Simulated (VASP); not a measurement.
# Li2MgGeS4 (I-42m) in VASP: notebook

Li2MgGeS4 is run at these levels: PBE; tasks: single point.

Program: VASP 6.6.1. These are calculated values, not measurements. Logs are shortened: lines on timing, memory, paths and dates and some standing lists are left out, and cuts for length are marked.

## (1) The cell of the first run

It takes space group I-42m (No. 121, tetragonal). Conventional cell: a = 5.375 Å, b = 5.375 Å, c = 10.959 Å, α = 90.00°, β = 90.00°, γ = 90.00°. Within 3.1 Å of Li (site symmetry -4) lie 4 S at 2.37 Å. Mg (site symmetry -42m) has 4 S at 2.44 Å within 3.2 Å. Ge (site symmetry -42m) has 4 S at 2.21 Å within 2.9 Å. Within 2.9 Å of S (site symmetry m) lie 1 Ge at 2.21 Å and 2 Li at 2.37 Å and 1 Mg at 2.44 Å.

## (2) Single point, PBE (19.79 Å³/atom)

Input file INCAR:

```
SYSTEM = Li2MgGeS4
ALGO = Normal
EDIFF = 1E-6
ENCUT = 520
GGA = PE
ISIF = 2
ISMEAR = 0
LASPH = .True.
LCHARG = .False.
LREAL = .False.
LWAVE = .False.
NBANDS = 33
NELM = 100
PREC = Accurate
SIGMA = 0.01
```

Input file KPOINTS:

```
k-points
0
Gamma
  6 6 6
  0 0 0
```

Input file POSCAR:

```
Li2MgGeS4
1.0
   -2.6875293451      2.6875293451      5.4792617873
    2.6875293451     -2.6875293451      5.4792617873
    2.6875293451      2.6875293451     -5.4792617873
Li Mg Ge S
2 1 1 4
Direct
    0.7500000000      0.2500000000      0.5000000000
    0.2500000000      0.7500000000      0.5000000000
    0.0000000000      0.0000000000      0.0000000000
    0.5000000000      0.5000000000      0.0000000000
    0.8527298936      0.8527298936      0.4625984506
    0.1472701064      0.6098685570      0.0000000000
    0.6098685570      0.1472701064      0.0000000000
    0.3901314430      0.3901314430      0.5374015494
```

Potentials or basis: VASP PAW PBE potentials, release 64 (Li_sv, Mg, Ge_d, S).

Started as:

```console
$ cat potpaw_PBE.64/Li_sv/POTCAR potpaw_PBE.64/Mg/POTCAR potpaw_PBE.64/Ge_d/POTCAR potpaw_PBE.64/S/POTCAR > POTCAR
$ mpirun -np 1 vasp_std > vasp.out
```

OUTCAR:

```text
SYSTEM = Li2MgGeS4
   EDIFF = 1E-6
   ENCUT = 520
   GGA = PE
   ISIF = 2
   ISMEAR = 0
   LASPH = .True.
   LREAL = .False.
   NELM = 100
   PREC = Accurate

 ion  position               nearest neighbor table
   1  0.750  0.250  0.500-   5 2.37   6 2.37   8 2.37   7 2.37
   2  0.250  0.750  0.500-   5 2.37   7 2.37   8 2.37   6 2.37
   3  0.000  0.000  0.000-   5 2.44   6 2.44   7 2.44   8 2.44
   4  0.500  0.500  0.000-   5 2.21   6 2.21   7 2.21   8 2.21
   5  0.853  0.853  0.463-   4 2.21   2 2.37   1 2.37   3 2.44
   6  0.147  0.610  0.000-   4 2.21   2 2.37   1 2.37   3 2.44
   7  0.610  0.147  0.000-   4 2.21   1 2.37   2 2.37   3 2.44
   8  0.390  0.390  0.537-   4 2.21   2 2.37   1 2.37   3 2.44

  LATTYP: Found a body centered tetragonal cell.
 ALAT       =     5.3750586902
 C/A-ratio  =     2.0387728221

  Lattice vectors:

 A1 = (  -2.6875293451,   2.6875293451,   5.4792617873)
 A2 = (   2.6875293451,  -2.6875293451,   5.4792617873)
 A3 = (   2.6875293451,   2.6875293451,  -5.4792617873)

Analysis of symmetry for initial positions (statically):
=====================================================================
 Subroutine PRICEL returns:
 Original cell was already a primitive cell.

 Routine SETGRP: Setting up the symmetry group for a
 body centered tetragonal supercell.

 Subroutine GETGRP returns: Found  8 space group operations
 (whereof  8 operations were pure point group operations)
 out of a pool of 16 trial point group operations.

The static configuration has the point symmetry D_2d.

Analysis of symmetry for dynamics (positions and initial velocities):
=====================================================================
 Subroutine PRICEL returns:
 Original cell was already a primitive cell.

 Routine SETGRP: Setting up the symmetry group for a
 body centered tetragonal supercell.

 Subroutine GETGRP returns: Found  8 space group operations
 (whereof  8 operations were pure point group operations)
 out of a pool of 16 trial point group operations.

The dynamic configuration has the point symmetry D_2d.

 Subroutine INISYM returns: Found  8 space group operations
 (whereof  8 operations are pure point group operations),
 and found     1 'primitive' translations

----------------------------------------------------------------------------------------

                                     Primitive cell
[... 102 lines left out ...]
   NELM   =    100;   NELMIN=  2; NELMDL= -5     # of ELM steps
   EDIFF  = 0.1E-05   stopping-criterion for ELM
   LREAL  =      F    real-space projection
   EDIFFG = 0.1E-04   stopping-criterion for IOM
   NSW    =      0    number of steps for IOM
   IBRION =     -1    ionic relax: 0-MD 1-quasi-New 2-CG
   NFREE  =      0    steps in history (QN), initial steepest desc. (CG)
   ISIF   =      2    stress and relaxation
   ISYM   =      2    0-nonsym 1-usesym 2-fastsym
   POTIM  = 0.5000    time-step for ionic-motion
   TEBEG  =    0.0;   TEEND  =   0.0 temperature during run
   PSTRESS=    0.0 pullay stress
   NELECT =      46.0000    total number of electrons
   NUPDOWN=      -1.0000    fix difference up-down
   EMIN   =  10.00;   EMAX   =-10.00  energy-range for DOS
   EFERMI =   0.00;   METHOD = LEGACY
   ISMEAR =     0;   SIGMA  =   0.01  broadening in eV -4-tet -1-fermi 0-gaus
   EFERMI_NEDOS =   21; number of points for ismear=-14 and -15
   IALGO  =     38    algorithm
   IMIX   =      4    mixing-type and parameters
     AMIX     =   0.40;   BMIX     =  1.00
     AMIX_MAG =   1.60;   BMIX_MAG =  1.00
  volume/ion in A,a.u.               =      19.79       133.53
  Fermi-wavevector in a.u.,A,eV,Ry     =   1.084338  2.049101 15.997575  1.175789
  Thomas-Fermi vector in A             =   2.220425
   LORBIT       =      0    0 simple, 1 ext, 2 COOP (PROOUT), +10 PAW based schemes
   GGA     = PE    functional components
   LHFCALC =     F    Hartree Fock is set to
   AEXX    =    0.0000 exact exchange contribution
   IVDW    =     0    specifies the selected vdW correction
   LEPSILON=     F    determine dielectric tensor
   LRPA    =     F    only Hartree local field effects (RPA)
 non-spin polarized calculation
 Gauss-broadening in eV      SIGMA  =   0.01
  energy-cutoff  :      520.00
  volume of cell :      158.30
 maximum number of plane-waves:      4284
 NGX is ok and might be reduce to    50
   NGX = 25   NGY = 25   NGZ = 25

 number of electron      45.9999988 magnetization

 Free energy of the ion-electron system (eV)
  ---------------------------------------------------
  ext. energy  EPLUGINS =         0.00000000
  ---------------------------------------------------
  free energy    TOTEN  =       -34.55257039 eV

  energy without entropy =      -34.55257039  energy(sigma->0) =      -34.55257039

 E-fermi :   2.0420     XC(G=0):  -8.7535

 val. band max:        1.9768648248   @ k =   0.5000   0.5000  -0.0000
 cond. band min:       4.7842463039   @ k =   0.5000   0.5000  -0.0000
 fundamental gap:      2.8073814792
 Fermi energy:         2.0420329339

 k-point     1 :       0.0000    0.0000    0.0000
  band No.  band energies     occupation
      1     -41.7466      2.00000
      2     -41.7454      2.00000
      3     -22.1206      2.00000
      4     -22.1206      2.00000
      5     -22.1124      2.00000
      6     -22.0650      2.00000
[... 853 lines left out ...]
     32       9.6414      0.00000
     33       9.7736      0.00000

 [... further k-points ...]
[... 5 lines left out ...]
  --------------------------------------------------------------------------------------
  -------------------------------------------------------------------------------------
  Total        3.5739034      3.5739034      3.6093427      0.0000000      0.0000000      0.0000000
  in kB       36.1713671     36.1713671     36.5300465      0.0000000      0.0000000      0.0000000
  external PRESSURE =      36.2909269 kB  Pullay stress =       0.0000000 kB

 VOLUME and BASIS-vectors are now :
 -----------------------------------------------------------------------------
  energy-cutoff  :      520.00
  volume of cell :      158.30
      direct lattice vectors                 reciprocal lattice vectors
    -2.687529345  2.687529345  5.479261787     0.000000000  0.186044480  0.091253169
     2.687529345 -2.687529345  5.479261787     0.186044480  0.000000000  0.091253169
     2.687529345  2.687529345 -5.479261787     0.186044480  0.186044480  0.000000000

 POSITION                                       TOTAL-FORCE (eV/Angst)
 -----------------------------------------------------------------------------------
     -0.00000      2.68753      2.73963        -0.000000     -0.000000      0.000000
      2.68753     -0.00000      2.73963        -0.000000     -0.000000      0.000000
      0.00000      0.00000      0.00000        -0.000000     -0.000000      0.000000
      0.00000      0.00000      5.47926        -0.000000     -0.000000      0.000000
      1.24325      1.24325      6.80996         0.151188      0.151188      0.329693
      1.24325     -1.24325      4.14856         0.151188     -0.151188     -0.329693
     -1.24325      1.24325      4.14856        -0.151188      0.151188     -0.329693
      1.44428      1.44428      1.33070        -0.151188     -0.151188      0.329693
 -----------------------------------------------------------------------------------
    total drift:                                0.000007      0.000007      0.000004

  FREE ENERGIE OF THE ION-ELECTRON SYSTEM (eV)
  ---------------------------------------------------
  free  energy   TOTEN  =       -34.5525703920 eV

  energy  without entropy=      -34.5525703920  energy(sigma->0) =      -34.55257039
```

stdout:

```text
POSCAR found type information on POSCAR LiMgGeS
 POSCAR found :  4 types and       8 ions
 scaLAPACK will be used
 LDA part: xc-table for (Slater+PW92), standard interpolation
 POSCAR, INCAR and KPOINTS ok, starting setup
 FFT: planning ... GRIDC
 FFT: planning ... GRID_SOFT
 FFT: planning ... GRID
 WAVECAR not read
 entering main loop
```

Wall time 6.7 min (1 thread of Oxide Virtual Turin-like, shared host); peak memory 0.4 GiB.

Results:

| Property | Result |
| --- | --- |
| Free energy | -34.5526 eV |
| Largest force | 0.393 eV/Å |
| Band gap on the k mesh | 2.81 eV |

Forces in eV/Å, atoms in the order of the input:
```
Li   0.000  0.000  0.000
Li   0.000  0.000  0.000
Mg   0.000  0.000  0.000
Ge   0.000  0.000  0.000
S    0.151  0.151  0.330
S    0.151 -0.151 -0.330
S   -0.151  0.151 -0.330
S   -0.151 -0.151  0.330
```

Caveat: the cutoff is under 1.25 times the usual one of these potentials, so pressure, stress and relaxed cells hold a basis-set (Pulay) error.

## (3) Single point, PBE (20.42 Å³/atom)

This run uses another cell than the first one, of 20.42 Å³/atom.

Input file INCAR:

```
  PREC = Accurate
  ENCUT = 520
  EDIFF = 1E-7
  ISMEAR = 0
  SIGMA = 0.01
  LREAL = F
  LASPH = T
  NELM = 100
  ALGO = Normal
  ISIF = 2
  LWAVE = F
  LCHARG = F
  GGA = PE
  NBANDS = 33
```

Input file KPOINTS:

```
Automatic mesh
0
Gamma
  6 6 6
```

POSCAR, as its differences from that of step 2:

```diff
@@ -2,5 +2,5 @@
 1.0
-   -2.6875293451      2.6875293451      5.4792617873
-    2.6875293451     -2.6875293451      5.4792617873
-    2.6875293451      2.6875293451     -5.4792617873
+   -2.7158212067      2.7158212067      5.5369424659
+    2.7158212067     -2.7158212067      5.5369424659
+    2.7158212067      2.7158212067     -5.5369424659
 Li Mg Ge S
```

Potentials or basis: VASP PAW PBE potentials, release 64 (Li_sv, Mg, Ge_d, S).

Started as:

```console
$ cat potpaw_PBE.64/Li_sv/POTCAR potpaw_PBE.64/Mg/POTCAR potpaw_PBE.64/Ge_d/POTCAR potpaw_PBE.64/S/POTCAR > POTCAR
$ mpirun -np 1 vasp_std > vasp.out
```

It took 5.9 min on 1 thread of Oxide Virtual Turin-like, shared host; peak memory 0.4 GiB.

The run converged. Its results:

```
Free energy            : -34.6360 eV
Largest force          : 0.170 eV/Å
Band gap on the k mesh : 2.67 eV
```

Forces on the atoms (eV/Å):
```
Li   0.000  0.000  0.000
Li   0.000  0.000  0.000
Mg   0.000  0.000  0.000
Ge   0.000  0.000  0.000
S    0.065  0.065  0.143
S    0.065 -0.065 -0.143
S   -0.065  0.065 -0.143
S   -0.065 -0.065  0.143
```

Levels at points of the mesh, in eV from the valence-band top:
```
           k point  band 19  band 20  band 21  band 22  band 23  band 24  band 25  band 26  band 27  band 28
(0.00, 0.00, 0.00)    -1.13    -1.13    -0.24    -0.02    -0.02     2.69     3.45     5.44     5.44     5.47
(0.50, 0.00, 0.00)    -1.07    -0.84    -0.74    -0.54    -0.49     3.69     4.95     5.39     5.87     6.13
(0.50, 0.50, 0.00)    -0.97    -0.78    -0.32    -0.21     0.00     2.67     4.67     5.70     5.87     6.57
(0.50, 0.50, 0.50)    -0.91    -0.90    -0.90    -0.46    -0.46     2.92     3.74     3.74     4.36     5.13
```

Caveat: the cutoff is under 1.25 times the usual one of these potentials, so pressure, stress and relaxed cells hold a basis-set (Pulay) error. A k mesh can miss the band edges.

## (4) Single point, PBE

This run uses another cell than the first one, of 20.60 Å³/atom.

Input file INCAR:

```
PREC = Accurate
ENCUT = 520
EDIFF = 1E-7
ISMEAR = 0
SIGMA = 0.01
LREAL = F
LASPH = T
NELM = 60
ALGO = Normal
ISIF = 2
LWAVE = F
LCHARG = F
GGA = PE
NBANDS = 33
```

Input file KPOINTS:

```
regular mesh
0
Gamma
  6 6 6
```

Input file POSCAR:

```
Li2MgGeS4
1.0
   -2.7235321967      2.7235321967      5.5556509074
    2.7235321967     -2.7235321967      5.5556509074
    2.7235321967      2.7235321967     -5.5556509074
Li Mg Ge S
2 1 1 4
Direct
    0.7500000000      0.2500000000      0.5000000000
    0.2500000000      0.7500000000      0.5000000000
    0.0000000000      0.0000000000      0.0000000000
    0.5000000000      0.5000000000      0.0000000000
    0.8513716008      0.8513716008      0.4610004513
    0.1486283992      0.6096288506      0.0000000000
    0.6096288506      0.1486283992      0.0000000000
    0.3903711494      0.3903711494      0.5389995487
```

Started as:

```console
$ cat potpaw_PBE.64/Li_sv/POTCAR potpaw_PBE.64/Mg/POTCAR potpaw_PBE.64/Ge_d/POTCAR potpaw_PBE.64/S/POTCAR > POTCAR
$ mpirun -np 1 vasp_std > vasp.out
```

Run time: 7.1 min. Hardware: 1 thread of Oxide Virtual Turin-like, shared host; peak memory 0.41 GiB.

It converged, with:

```
Free energy            : -34.6428 eV
Largest force          : 0.233 eV/Å
Band gap on the k mesh : 2.67 eV
```

Forces on the atoms (eV/Å):
```
Li   0.000  0.000  0.000
Li   0.000  0.000  0.000
Mg   0.000  0.000  0.000
Ge   0.000  0.000  0.000
S    0.110  0.110  0.173
S    0.110 -0.110 -0.173
S   -0.110  0.110 -0.173
S   -0.110 -0.110  0.173
```

Levels at points of the mesh, in eV from the valence-band top:
```
           k point  band 20  band 21  band 22  band 23  band 24  band 25  band 26  band 27
(0.00, 0.00, 0.00)    -1.12    -0.26    -0.03    -0.03     2.67     3.45     5.42     5.44
(0.50, 0.00, 0.00)    -0.83    -0.75    -0.53    -0.48     3.69     4.94     5.37     5.86
(0.50, 0.50, 0.00)    -0.78    -0.33    -0.22     0.00     2.67     4.62     5.68     5.87
(0.50, 0.50, 0.50)    -0.90    -0.90    -0.45    -0.45     2.94     3.76     3.76     4.35
```

Caveat: the cutoff is under 1.25 times the usual one of these potentials, so pressure, stress and relaxed cells hold a basis-set (Pulay) error. A k mesh can miss the band edges.

## (5) Single point, PBE

This run uses another cell than the first one, of 21.05 Å³/atom.

Input file INCAR:

```
ALGO = Normal ; EDIFF = 1E-6
ENCUT = 520 ; GGA = PE
ISIF = 2 ; ISMEAR = 0
LASPH = T ; LCHARG = F
LREAL = F ; LWAVE = F
NBANDS = 33 ; NELM = 100
PREC = Accurate ; SIGMA = 0.01
```

Input file KPOINTS:

```
k-points
0
Gamma
  6 6 6
```

Input file POSCAR:

```
Li2MgGeS4
1.0
   -2.7435355822      2.7435355822      5.5934457814
    2.7435355822     -2.7435355822      5.5934457814
    2.7435355822      2.7435355822     -5.5934457814
Li Mg Ge S
2 1 1 4
Direct
    0.7500000000      0.2500000000      0.5000000000
    0.2500000000      0.7500000000      0.5000000000
    0.0000000000      0.0000000000      0.0000000000
    0.5000000000      0.5000000000      0.0000000000
    0.8527298936      0.8527298936      0.4625984506
    0.1472701064      0.6098685570      0.0000000000
    0.6098685570      0.1472701064      0.0000000000
    0.3901314430      0.3901314430      0.5374015494
```

Potentials or basis: VASP PAW PBE potentials, release 64 (Li_sv, Mg, Ge_d, S).

Started as:

```console
$ cat potpaw_PBE.64/Li_sv/POTCAR potpaw_PBE.64/Mg/POTCAR potpaw_PBE.64/Ge_d/POTCAR potpaw_PBE.64/S/POTCAR > POTCAR
$ mpirun -np 1 vasp_std > vasp.out
```

OUTCAR:

```text
EDIFF = 1E-6
   ENCUT = 520
   GGA = PE
   ISIF = 2
   ISMEAR = 0
   LASPH = T
   LREAL = F
   NELM = 100
   PREC = Accurate

 ion  position               nearest neighbor table
   1  0.750  0.250  0.500-   6 2.42   5 2.42   8 2.42   7 2.42
   2  0.250  0.750  0.500-   7 2.42   5 2.42   8 2.42   6 2.42
   3  0.000  0.000  0.000-   8 2.49   6 2.49   7 2.49   5 2.49
   4  0.500  0.500  0.000-   5 2.25   6 2.25   7 2.25   8 2.25
   5  0.853  0.853  0.463-   4 2.25   2 2.42   1 2.42   3 2.49
   6  0.147  0.610  0.000-   4 2.25   1 2.42   2 2.42   3 2.49
   7  0.610  0.147  0.000-   4 2.25   2 2.42   1 2.42   3 2.49
[... 1078 lines left out ...]
  Total       -0.1732411     -0.1732411     -0.1516741      0.0000000      0.0000000      0.0000000
  in kB       -1.6481656     -1.6481656     -1.4429831      0.0000000      0.0000000      0.0000000
  external PRESSURE =      -1.5797715 kB  Pullay stress =       0.0000000 kB

 VOLUME and BASIS-vectors are now :
 -----------------------------------------------------------------------------
  energy-cutoff  :      520.00
  volume of cell :      168.41
      direct lattice vectors                 reciprocal lattice vectors
    -2.743535582  2.743535582  5.593445781     0.000000000  0.182246588  0.089390336
     2.743535582 -2.743535582  5.593445781     0.182246588  0.000000000  0.089390336
     2.743535582  2.743535582 -5.593445781     0.182246588  0.182246588  0.000000000

 POSITION                                       TOTAL-FORCE (eV/Angst)
 -----------------------------------------------------------------------------------
      0.00000      2.74354      2.79672        -0.000000     -0.000000      0.000000
      2.74354      0.00000      2.79672        -0.000000     -0.000000      0.000000
      0.00000      0.00000      0.00000        -0.000000     -0.000000      0.000000
      0.00000      0.00000      5.59345        -0.000000     -0.000000      0.000000
      1.26916      1.26916      6.95188        -0.009575     -0.009575     -0.020096
      1.26916     -1.26916      4.23501        -0.009575      0.009575      0.020096
     -1.26916      1.26916      4.23501         0.009575     -0.009575      0.020096
      1.47438      1.47438      1.35843         0.009575      0.009575     -0.020096
 -----------------------------------------------------------------------------------
    total drift:                                0.000005      0.000005      0.000003

  FREE ENERGIE OF THE ION-ELECTRON SYSTEM (eV)
  ---------------------------------------------------
  free  energy   TOTEN  =       -34.6596421373 eV

  energy  without entropy=      -34.6596421373  energy(sigma->0) =      -34.65964214
```

stdout:

```text
POSCAR found type information on POSCAR LiMgGeS
 POSCAR found :  4 types and       8 ions
 scaLAPACK will be used
 LDA part: xc-table for (Slater+PW92), standard interpolation
 POSCAR, INCAR and KPOINTS ok, starting setup
 FFT: planning ... GRIDC
 FFT: planning ... GRID_SOFT
 FFT: planning ... GRID
 WAVECAR not read
 entering main loop
```

It took 7.6 min on 1 thread of Oxide Virtual Turin-like, shared host; peak memory 0.45 GiB.

Results:

```yaml
Free_energy: -34.6596 eV
Largest_force: 0.024 eV/Å
Band_gap_on_the_k_mesh: 2.52 eV (least direct gap 2.53 eV)
```

Forces in eV/Å, atoms in the order of the input:
```
Li   0.000  0.000  0.000
Li   0.000  0.000  0.000
Mg   0.000  0.000  0.000
Ge   0.000  0.000  0.000
S   -0.010 -0.010 -0.020
S   -0.010  0.010  0.020
S    0.010 -0.010  0.020
S    0.010  0.010 -0.020
```

Caveat: the cutoff is under 1.25 times the usual one of these potentials, so pressure, stress and relaxed cells hold a basis-set (Pulay) error. A k mesh can miss the band edges.

## (6) Summary

| cell | gap on the mesh (eV) | largest force (eV/Å) |
| --- | --- | --- |
| a = 6.668 Å, angles 132.5, 132.5, 69.5°, 8 atoms, atomic positions A | 2.81 | 0.39 |
| a = 6.739 Å, angles 132.5, 132.5, 69.5°, 8 atoms, atomic positions A | 2.67 | 0.17 |
| a = 6.760 Å, angles 132.5, 132.5, 69.5°, 8 atoms, atomic positions B | 2.67 | 0.23 |
| a = 6.807 Å, angles 132.5, 132.5, 69.5°, 8 atoms, atomic positions A | 2.52 | 0.02 |

Alike in all rows: task single point; level PBE; potentials or basis VASP PAW PBE potentials, release 64 (Li_sv, Mg, Ge_d, S); no spin polarisation; k mesh 6 × 6 × 6; cutoff (eV) 520; smearing gaussian 0.01 eV.

Caveats: the cutoff is under 1.25 times the usual one of these potentials, so pressure, stress and relaxed cells hold a basis-set (Pulay) error.

Total energies depend on the potentials used, so only differences within one code and one set of settings carry meaning.
